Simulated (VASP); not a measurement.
Wanted: the native input for a VASP 6.6.1 run.

```
Task                   : single point
Functional             : PBE
Potentials or basis    : VASP PAW PBE potentials, release 64 (Pb_d, F)
Cutoff                 : 520 eV
k mesh                 : 8 × 8 × 8
Occupations            : gaussian, width 0.01 eV
Spin                   : no spin polarisation
Dipole correction      : no
Further INCAR settings : ALGO = Normal; EDIFF = 1e-06; NBANDS = 21
```

The structure of PbF2 (Fluorocronite) lies in POSCAR:

```
PbF2
1.0
    0.0000000000      2.9458082862      2.9458082862
    2.9458082862      0.0000000000      2.9458082862
    2.9458082862      2.9458082862      0.0000000000
Pb F
1 2
Direct
    0.0000000000      0.0000000000      0.0000000000
    0.2500000000      0.2500000000      0.2500000000
    0.7500000000      0.7500000000      0.7500000000
```

One way to write it, as run:

INCAR

```
  PREC = Accurate
  ENCUT = 520
  EDIFF = 1E-6
  ISMEAR = 0
  SIGMA = 0.01
  LREAL = F
  LASPH = T
  NELM = 60
  ALGO = Normal
  ISIF = 2
  LWAVE = F
  LCHARG = T
  GGA = PE
  LELF = T
  LVHAR = T
  NBANDS = 21
```

KPOINTS

```
regular mesh
0
Gamma
  8 8 8
```

Potentials or basis: VASP PAW PBE potentials, release 64 (Pb_d, F).

The run is started by

```bash
$ cat potpaw_PBE.64/Pb_d/POTCAR potpaw_PBE.64/F/POTCAR > POTCAR
$ mpirun -np 1 vasp_std > vasp.out
```

Results of the run:

| Quantity | Value |
| --- | --- |
| Pressure | 4.0 GPa |
| Band gap on the k mesh | 4.41 eV, indirect (least direct gap 4.56 eV) |

Caveat: spin-orbit coupling is left out, which moves the levels of the heavy elements.

It took 20 s on 1 thread of Intel(R) Xeon(R) Platinum 8259CL CPU @ 2.50GHz (Skylake/Cascade Lake), with other jobs on the host, peak memory 0.18 GiB.
